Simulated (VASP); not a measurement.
Al32AgO48 (a cell with a defect) (Ag interstitial hop between voids): single point with PBE

Al32AgO48 (a cell with a defect) (Ag interstitial hop between voids):

```
Al O Ag
1.0
     4.80788    2.77583    8.74841
    -4.80788    2.77583    8.74841
     0.00000   -5.55167    8.74841
Al O Ag
32 48 1
Direct
  0.31406 0.31783 0.33560
  0.43020 0.42312 0.42715
  0.07183 0.07520 0.07405
  0.17429 0.17568 0.17695
  0.31813 0.31804 0.81737
  0.41644 0.41449 0.90861
  0.07344 0.07327 0.57442
  0.17550 0.17511 0.67775
  0.32306 0.82629 0.32402
  0.42600 0.92876 0.42462
  0.07130 0.57084 0.07636
  0.16594 0.68297 0.18037
  0.32086 0.83073 0.81947
  0.42326 0.92856 0.92810
  0.07579 0.57338 0.57099
  0.17554 0.67755 0.67302
  0.82481 0.32218 0.32568
  0.92393 0.42609 0.42829
  0.57721 0.07298 0.07046
  0.68233 0.16635 0.18374
  0.83122 0.31857 0.81944
  0.92867 0.42805 0.92224
  0.57367 0.07144 0.57575
  0.67820 0.17359 0.67488
  0.82296 0.82316 0.32533
  0.92624 0.92566 0.42670
  0.59098 0.58650 0.08288
  0.68201 0.68258 0.18172
  0.82683 0.82484 0.82185
  0.92852 0.92440 0.92663
  0.57222 0.57754 0.57096
  0.68044 0.67896 0.67011
  0.22198 0.03066 0.37408
  0.47379 0.12953 0.27473
  0.02402 0.37309 0.22421
  0.37613 0.21648 0.02332
  0.11909 0.27736 0.47800
  0.25677 0.45510 0.14102
  0.21975 0.03076 0.87436
  0.47151 0.12258 0.77649
  0.02984 0.37436 0.71994
  0.37368 0.21994 0.52996
  0.12281 0.27687 0.97106
  0.27699 0.47140 0.62152
  0.22632 0.52570 0.37005
  0.47593 0.62540 0.28210
  0.02380 0.87896 0.22215
  0.36268 0.73909 0.03811
  0.12635 0.77797 0.46907
  0.27641 0.97495 0.12626
  0.21658 0.52537 0.87406
  0.46288 0.63355 0.76560
  0.03062 0.87386 0.72142
  0.37377 0.72387 0.52525
  0.12853 0.77430 0.97360
  0.27865 0.97474 0.62185
  0.72195 0.02251 0.38051
  0.96980 0.12526 0.27821
  0.55153 0.35993 0.23939
  0.87262 0.22407 0.02618
  0.62709 0.27528 0.47601
  0.78684 0.47622 0.12260
  0.72436 0.02500 0.87318
  0.97569 0.12037 0.77917
  0.52520 0.37640 0.71302
  0.87455 0.22127 0.53025
  0.63701 0.26450 0.95408
  0.77583 0.47330 0.62718
  0.72298 0.52884 0.37704
  0.96833 0.62634 0.28057
  0.52868 0.87834 0.22281
  0.87753 0.72375 0.02822
  0.62494 0.78010 0.47022
  0.77962 0.97038 0.12620
  0.73369 0.53922 0.86598
  0.97469 0.62632 0.77565
  0.52699 0.87210 0.72449
  0.87873 0.72048 0.52529
  0.62507 0.78509 0.97395
  0.77890 0.96936 0.62567
  0.48932 0.49057 0.02001
```

```json
{"Program": "VASP 6.6.1", "Task": "single point", "Functional": "PBE", "Potentials or basis": "VASP PAW PBE potentials, release 64 (Al, O, Ag)", "Cutoff": "520 eV", "k mesh": "1 × 1 × 1", "Occupations": "fermi-dirac, width 0.01 eV", "Spin": "no spin polarisation"}
```

- Largest force: 0.019 eV/Å

Forces on the atoms (eV/Å):
```
Al   0.000 -0.003 -0.009
Al  -0.005  0.002  0.015
Al   0.001 -0.004 -0.005
Al   0.002  0.003  0.011
Al   0.000  0.003 -0.012
Al  -0.001 -0.003 -0.012
Al  -0.003  0.000 -0.008
Al  -0.001  0.000  0.004
Al   0.002 -0.001 -0.010
Al  -0.003 -0.001  0.005
Al   0.001  0.005 -0.017
Al  -0.003 -0.004  0.005
Al   0.000  0.003 -0.004
Al   0.004  0.004  0.018
Al  -0.001  0.001 -0.005
Al   0.000 -0.002  0.009
Al   0.000  0.002 -0.010
Al   0.003  0.001  0.006
Al  -0.005 -0.005 -0.017
Al   0.003 -0.003  0.010
Al   0.002  0.007 -0.006
Al   0.004 -0.004  0.016
Al   0.003  0.005 -0.005
Al  -0.003  0.001  0.009
Al  -0.001  0.000 -0.004
Al  -0.001  0.000  0.008
Al  -0.001 -0.004  0.010
Al   0.000  0.002  0.009
Al  -0.003 -0.003 -0.010
Al  -0.002  0.001  0.003
Al   0.006  0.001 -0.016
Al   0.000  0.004  0.004
O   -0.004 -0.002  0.001
O   -0.002  0.006  0.007
O    0.000  0.003  0.001
O    0.004 -0.013  0.000
O   -0.004  0.001 -0.003
O    0.006  0.009  0.012
O   -0.003  0.000  0.000
O   -0.002 -0.001 -0.001
O    0.002  0.003  0.001
O    0.001 -0.003  0.002
O   -0.001  0.003 -0.002
O    0.004  0.001 -0.001
O    0.004  0.002 -0.005
O   -0.007 -0.010  0.001
O   -0.001  0.006  0.001
O    0.011 -0.002 -0.008
O   -0.002  0.005  0.001
O    0.003  0.001  0.000
O   -0.012  0.000  0.001
O    0.000 -0.005  0.005
O    0.001  0.004 -0.001
O    0.003 -0.004  0.004
O    0.003  0.000  0.004
O    0.003  0.000 -0.001
O   -0.006  0.000 -0.001
O    0.000 -0.004 -0.002
O   -0.007  0.012 -0.012
O   -0.006  0.001 -0.004
O   -0.002  0.000  0.002
O    0.014 -0.002  0.004
O   -0.002  0.000  0.003
O    0.003 -0.006  0.000
O    0.009  0.011 -0.005
O    0.002 -0.005  0.000
O   -0.005  0.002  0.008
O   -0.004 -0.005  0.006
O   -0.002  0.000  0.001
O    0.003 -0.001 -0.003
O    0.002  0.003  0.002
O    0.000 -0.002  0.003
O   -0.003  0.003 -0.001
O    0.003  0.000  0.000
O   -0.008 -0.005 -0.005
O   -0.001 -0.003 -0.003
O    0.002 -0.005 -0.005
O    0.002 -0.004  0.001
O   -0.005  0.013  0.002
O    0.004  0.001  0.000
Ag   0.000 -0.017  0.000
```

Levels at points of the mesh, in eV from the Fermi level:
```tsv
k point	band 193	band 194	band 195	band 196	band 197	band 198	band 199	band 200	band 201	band 202
(0.00, 0.00, 0.00)	-2.04	-2.02	-1.99	-0.37	-0.34	3.45	5.20	5.23	6.16	6.21
```

Wall time 10 min on 1 thread of Oxide Virtual Turin-like Processor (shared host), peak memory 0.91 GiB.

Caveat: the k points lie up to 0.79 Å⁻¹ apart; the cell carries a net charge on a neutralising background, which shifts energy and pressure; the cell is charged against a uniform background, so pressure and absolute levels hang on convention.
